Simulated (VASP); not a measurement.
# Si (Fd-3m) in VASP: single point with PBE

Aim: the single point of Si with PBE.

Program: VASP 6.6.1. These are calculated values, not measurements. Logs are shortened: lines on timing, memory, paths and dates and some standing lists are left out, and cuts for length are marked.

## 1. The cell of the first run

The structure is cubic, space group Fd-3m (No. 227). The conventional cell has a = 5.470 Å, b = 5.470 Å, c = 5.470 Å, α = 90.00°, β = 90.00°, γ = 90.00°. Within 3.1 Å of Si (site symmetry -43m) lie 4 Si at 2.37 Å.

## 2. Single point, PBE

Contents of INCAR:

```
SYSTEM = Si
PREC = Accurate
ENCUT = 520
EDIFF = 1E-6
ISMEAR = 0
SIGMA = 0.01
LREAL = .False.
LASPH = .True.
NELM = 80
ALGO = Normal
ISIF = 2
LWAVE = .False.
LCHARG = .False.
GGA = PE
NBANDS = 11
```

Contents of KPOINTS:

```
Automatic mesh
0
Gamma
  4 4 4
  0 0 0
```

Contents of POSCAR:

```
Si
1.0
    0.0000000000      2.7350468793      2.7350468793
    2.7350468793      0.0000000000      2.7350468793
    2.7350468793      2.7350468793      0.0000000000
Si
2
Direct
    0.7500000000      0.7500000000      0.7500000000
    0.5000000000      0.5000000000      0.5000000000
```

Potentials or basis: VASP PAW PBE potentials, release 64 (Si).

Run with:

```sh
$ cat potpaw_PBE.64/Si/POTCAR > POTCAR
$ mpirun -np 1 vasp_std > vasp.out
```

OUTCAR:

```text
SYSTEM = Si
   PREC = Accurate
   ENCUT = 520
   EDIFF = 1E-6
   ISMEAR = 0
   LREAL = .False.
   LASPH = .True.
   NELM = 80
   ISIF = 2
   GGA = PE

 ion  position               nearest neighbor table
   1  0.750  0.750  0.750-   2 2.37   2 2.37   2 2.37   2 2.37
   2  0.500  0.500  0.500-   1 2.37   1 2.37   1 2.37   1 2.37

  LATTYP: Found a face centered cubic cell.
 ALAT       =     5.4700937586

  Lattice vectors:

 A1 = (   0.0000000000,   2.7350468793,   2.7350468793)
 A2 = (   2.7350468793,   0.0000000000,   2.7350468793)
 A3 = (   2.7350468793,   2.7350468793,   0.0000000000)

Analysis of symmetry for initial positions (statically):
=====================================================================
 Subroutine PRICEL returns:
 Original cell was already a primitive cell.

 Routine SETGRP: Setting up the symmetry group for a
 face centered cubic supercell.

 Subroutine GETGRP returns: Found 48 space group operations
 (whereof 24 operations were pure point group operations)
 out of a pool of 48 trial point group operations.

The static configuration has the point symmetry T_d .
 The point group associated with its full space group is O_h .

Analysis of symmetry for dynamics (positions and initial velocities):
=====================================================================
 Subroutine PRICEL returns:
 Original cell was already a primitive cell.

 Routine SETGRP: Setting up the symmetry group for a
 face centered cubic supercell.

 Subroutine GETGRP returns: Found 48 space group operations
 (whereof 24 operations were pure point group operations)
 out of a pool of 48 trial point group operations.

The dynamic configuration has the point symmetry T_d .
 The point group associated with its full space group is O_h .

 Subroutine INISYM returns: Found 48 space group operations
 (whereof 24 operations are pure point group operations),
 and found     1 'primitive' translations

----------------------------------------------------------------------------------------

                                     Primitive cell

  volume of cell :      40.9189

  direct lattice vectors                    reciprocal lattice vectors
     0.000000000  2.735046879  2.735046879    -0.182812223  0.182812223  0.182812223
     2.735046879  0.000000000  2.735046879     0.182812223 -0.182812223  0.182812223
     2.735046879  2.735046879  0.000000000     0.182812223  0.182812223 -0.182812223

  length of vectors
     3.867940390  3.867940390  3.867940390     0.316640058  0.316640058  0.316640058

  position of ions in fractional coordinates (direct lattice)
     0.750000000  0.750000000  0.750000000
     0.500000000  0.500000000  0.500000000

  ion indices of the primitive-cell ions
   primitive index   ion index
                 1           1
                 2           2

----------------------------------------------------------------------------------------

 KPOINTS: Automatic mesh

Automatic generation of k-mesh.
 Grid dimensions read from file:
 generate k-points for:    4    4    4

 Generating k-lattice:

  Cartesian coordinates                     Fractional coordinates (reciprocal lattice)
    -0.045703056  0.045703056  0.045703056     0.250000000  0.000000000  0.000000000
     0.045703056 -0.045703056  0.045703056     0.000000000  0.250000000  0.000000000
     0.045703056  0.045703056 -0.045703056     0.000000000  0.000000000  0.250000000

  Length of vectors
     0.079160015  0.079160015  0.079160015

  Shift w.r.t. Gamma in fractional coordinates (k-lattice)
     0.000000000  0.000000000  0.000000000

 Subroutine IBZKPT returns following result:
 ===========================================

 Found      8 irreducible k-points:

 Following reciprocal coordinates:
            Coordinates               Weight
  0.000000  0.000000  0.000000      1.000000
  0.250000  0.000000  0.000000      8.000000
  0.500000  0.000000  0.000000      4.000000
  0.250000  0.250000  0.000000      6.000000
  0.500000  0.250000  0.000000     24.000000
 -0.250000  0.250000  0.000000     12.000000
  0.500000  0.500000  0.000000      3.000000
 -0.250000  0.500000  0.250000      6.000000
   k-points           NKPTS =      8   k-points in BZ     NKDIM =      8   number of bands    NBANDS=     11
   number of dos      NEDOS =    301   number of ions     NIONS =      2
   total plane-waves  NPLWV =  27000
   dimension x,y,z NGX =    30 NGY =   30 NGZ =   30
   dimension x,y,z NGXF=    60 NGYF=   60 NGZF=   60
   ions per type =               2
   NGX,Y,Z   is equivalent  to a cutoff of  12.89, 12.89, 12.89 a.u.
   NGXF,Y,Z  is equivalent  to a cutoff of  25.79, 25.79, 25.79 a.u.
 SYSTEM =  Si
   PREC   = accura    normal or accurate (medium, high low for compatibility)
   ISTART =      0    job   : 0-new  1-cont  2-samecut
   ICHARG =      2    charge: 1-file 2-atom 10-const
   ISPIN  =      1    spin polarized calculation?
   LNONCOLLINEAR =      F non collinear calculations
   LSORBIT =      F    spin-orbit coupling
   LASPH  =      T    aspherical Exc in radial PAW
   ENCUT  =  520.0 eV  38.22 Ry    6.18 a.u.   7.19  7.19  7.19*2*pi/ulx,y,z
   NELM   =     80;   NELMIN=  2; NELMDL= -5     # of ELM steps
   EDIFF  = 0.1E-05   stopping-criterion for ELM
   LREAL  =      F    real-space projection
   EDIFFG = 0.1E-04   stopping-criterion for IOM
   NSW    =      0    number of steps for IOM
   IBRION =     -1    ionic relax: 0-MD 1-quasi-New 2-CG
   NFREE  =      0    steps in history (QN), initial steepest desc. (CG)
   ISIF   =      2    stress and relaxation
   ISYM   =      2    0-nonsym 1-usesym 2-fastsym
   POTIM  = 0.5000    time-step for ionic-motion
   TEBEG  =    0.0;   TEEND  =   0.0 temperature during run
   PSTRESS=    0.0 pullay stress
   NELECT =       8.0000    total number of electrons
   NUPDOWN=      -1.0000    fix difference up-down
   EMIN   =  10.00;   EMAX   =-10.00  energy-range for DOS
   EFERMI =   0.00;   METHOD = LEGACY
   ISMEAR =     0;   SIGMA  =   0.01  broadening in eV -4-tet -1-fermi 0-gaus
   EFERMI_NEDOS =   21; number of points for ismear=-14 and -15
   IALGO  =     38    algorithm
   IMIX   =      4    mixing-type and parameters
     AMIX     =   0.40;   BMIX     =  1.00
     AMIX_MAG =   1.60;   BMIX_MAG =  1.00
  volume/ion in A,a.u.               =      20.46       138.07
  Fermi-wavevector in a.u.,A,eV,Ry     =   0.950160  1.795542 12.283393  0.902804
  Thomas-Fermi vector in A             =   2.078511
   LORBIT       =      0    0 simple, 1 ext, 2 COOP (PROOUT), +10 PAW based schemes
   GGA     = PE    functional components
   LHFCALC =     F    Hartree Fock is set to
   AEXX    =    0.0000 exact exchange contribution
   IVDW    =     0    specifies the selected vdW correction
   LEPSILON=     F    determine dielectric tensor
   LRPA    =     F    only Hartree local field effects (RPA)
 non-spin polarized calculation
 Gauss-broadening in eV      SIGMA  =   0.01
  energy-cutoff  :      520.00
  volume of cell :       40.92
 maximum number of plane-waves:      1124
 NGX is ok and might be reduce to    30
   NGX = 15   NGY = 15   NGZ = 15

 number of electron       8.0000001 magnetization

 Free energy of the ion-electron system (eV)
  ---------------------------------------------------
  ext. energy  EPLUGINS =         0.00000000
  ---------------------------------------------------
  free energy    TOTEN  =       -10.66527643 eV

  energy without entropy =      -10.66527643  energy(sigma->0) =      -10.66527643

 E-fermi :   5.7405     XC(G=0):  -9.2978

 val. band max:        5.6519577539   @ k =   0.0000   0.0000   0.0000
 cond. band min:       6.3881452493   @ k =   0.5000   0.5000   0.0000
 fundamental gap:      0.7361874953
 Fermi energy:         5.7405482616

 k-point     1 :       0.0000    0.0000    0.0000
  band No.  band energies     occupation
      1      -6.1658      2.00000
      2       5.6520      2.00000
      3       5.6520      2.00000
      4       5.6520      2.00000
      5       8.1907      0.00000
      6       8.1907      0.00000
      7       8.1907      0.00000
      8       8.7807      0.00000
      9      13.3388      0.00000
     10      13.3388      0.00000
     11      13.5259      0.00000

 k-point     2 :       0.2500    0.0000    0.0000
  band No.  band energies     occupation
      1      -5.3809      2.00000
      2       1.7609      2.00000
      3       4.9039      2.00000
      4       4.9039      2.00000
      5       7.6008      0.00000
      6       9.1250      0.00000
      7       9.1250      0.00000
      8      12.3980      0.00000
      9      12.8177      0.00000
     10      12.8177      0.00000
     11      14.5686      0.00000

 k-point     3 :       0.5000    0.0000    0.0000
  band No.  band energies     occupation
      1      -3.8860      2.00000
      2      -1.2231      2.00000
      3       4.4700      2.00000
      4       4.4700      2.00000
      5       7.1094      0.00000
      6       8.9814      0.00000
      7       8.9814      0.00000
      8      13.3403      0.00000
      9      16.1301      0.00000
     10      16.1301      0.00000
     11      16.8338      0.00000

 k-point     4 :       0.2500    0.2500    0.0000
  band No.  band energies     occupation
      1      -5.1032      2.00000
      2       2.1325      2.00000
      3       3.7970      2.00000
      4       3.7970      2.00000
      5       6.7885      0.00000
      6       8.7705      0.00000
      7      11.3301      0.00000
      8      11.3301      0.00000
      9      13.5119      0.00000
     10      14.5299      0.00000
     11      16.9478      0.00000

 k-point     5 :       0.5000    0.2500    0.0000
  band No.  band energies     occupation
      1      -3.5012      2.00000
      2      -0.6749      2.00000
      3       2.1812      2.00000
      4       3.4858      2.00000
      5       7.1783      0.00000
      6      10.0708      0.00000
      7      11.2881      0.00000
      8      11.5123      0.00000
      9      15.7276      0.00000
     10      16.0959      0.00000
     11      17.6830      0.00000

 k-point     6 :      -0.2500    0.2500    0.0000
  band No.  band energies     occupation
      1      -4.1613      2.00000
      2       0.2097      2.00000
      3       1.9736      2.00000
      4       4.3453      2.00000
      5       8.0739      0.00000
      6      10.3826      0.00000
      7      10.7305      0.00000
      8      11.6804      0.00000
      9      12.0865      0.00000
     10      15.1604      0.00000
     11      18.1322      0.00000

 k-point     7 :       0.5000    0.5000    0.0000
  band No.  band energies     occupation
      1      -2.0967      2.00000
      2      -2.0967      2.00000
      3       2.8504      2.00000
      4       2.8504      2.00000
      5       6.3881      0.00000
      6       6.3881      0.00000
      7      15.5742      0.00000
      8      15.5742      0.00000
      9      16.5507      0.00000
     10      16.5507      0.00000
     11      18.0717      0.00000

 k-point     8 :      -0.2500    0.5000    0.2500
  band No.  band energies     occupation
      1      -1.9416      2.00000
      2      -1.9416      2.00000
      3       1.8810      2.00000
      4       1.8810      2.00000
      5       9.9117      0.00000
      6       9.9117      0.00000
      7      10.5671      0.00000
      8      10.5671      0.00000
      9      16.0935      0.00000
     10      16.0935      0.00000
     11      18.5063      0.00000

------------------------ aborting loop because EDIFF is reached ----------------------------------------

  FORCE on cell =-STRESS in cart. coord.  units (eV):
  Direction    XX          YY          ZZ          XY          YZ          ZX
  --------------------------------------------------------------------------------------
  -------------------------------------------------------------------------------------
  Total        0.1291430      0.1291430      0.1291430     -0.0000000      0.0000000     -0.0000000
  in kB        5.0565814      5.0565814      5.0565814     -0.0000000      0.0000000     -0.0000000
  external PRESSURE =       5.0565814 kB  Pullay stress =       0.0000000 kB

 VOLUME and BASIS-vectors are now :
 -----------------------------------------------------------------------------
  energy-cutoff  :      520.00
  volume of cell :       40.92
      direct lattice vectors                 reciprocal lattice vectors
     0.000000000  2.735046879  2.735046879    -0.182812223  0.182812223  0.182812223
     2.735046879  0.000000000  2.735046879     0.182812223 -0.182812223  0.182812223
     2.735046879  2.735046879  0.000000000     0.182812223  0.182812223 -0.182812223

 POSITION                                       TOTAL-FORCE (eV/Angst)
 -----------------------------------------------------------------------------------
      4.10257      4.10257      4.10257         0.000000      0.000000      0.000000
      2.73505      2.73505      2.73505        -0.000000     -0.000000     -0.000000
 -----------------------------------------------------------------------------------
    total drift:                                0.000000     -0.000000     -0.000000

  FREE ENERGIE OF THE ION-ELECTRON SYSTEM (eV)
  ---------------------------------------------------
  free  energy   TOTEN  =       -10.6652764302 eV

  energy  without entropy=      -10.6652764302  energy(sigma->0) =      -10.66527643
```

It took 6.5 s on 1 thread of AMD EPYC 7R13, shared host; peak memory 0.12 GiB.

Results:

```
Free energy            : -10.6653 eV
Pressure               : 0.5 GPa
Band gap on the k mesh : 0.74 eV, indirect (least direct gap 2.54 eV)
```

Levels at points of the mesh, in eV from the valence-band top:
```csv
k point,band 2,band 3,band 4,band 5,band 6,band 7
"(0.00, 0.00, 0.00)",0.00,0.00,0.00,2.54,2.54,2.54
"(0.50, 0.00, 0.00)",-6.88,-1.18,-1.18,1.46,3.33,3.33
"(0.50, 0.50, 0.00)",-7.75,-2.80,-2.80,0.74,0.74,9.92
```

Caveat: the k points lie up to 0.50 Å⁻¹ apart.
